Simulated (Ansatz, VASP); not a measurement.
Two plane-wave programs on TiC2

```xyz
3
Lattice="2.9706 0.0000 0.0000 0.0000 2.9706 0.0000 0.0000 0.0000 5.9425" Properties=species:S:1:pos:R:3 pbc="T T T"
Ti    1.4853    1.4853    2.9713
C     0.0000    0.0000    3.6547
C     0.0000    0.0000    2.2879
```

Alike in both runs: functional PBE; k mesh 16 × 16 × 8; occupations gaussian, width 0.1 eV; no spin polarisation.

Ansatz relaxed the structure, and its values are those at the end. VASP's run is a single point on that final structure, the one shown.

|  | VASP | Ansatz |
| --- | --- | --- |
| version | VASP 6.6.1 | Ansatz 0.2.0 |
| potentials or method | VASP PAW PBE potentials, release 64 (Ti_sv, C), cutoff 520 eV | scalar-relativistic, plane waves, PAW |
| valence electrons in the cell | 20 | 20 |

```tsv
	VASP	Ansatz	Ansatz less VASP
gap on the k mesh at the Fermi level (eV)	none	none	-
pressure (GPa)	0.3	0.0	-0.34
rms of the force components (eV/Å)	0.055	0.000	-0.0550
```

A gap of «none» marks a metal or a gap that the smearing closes.
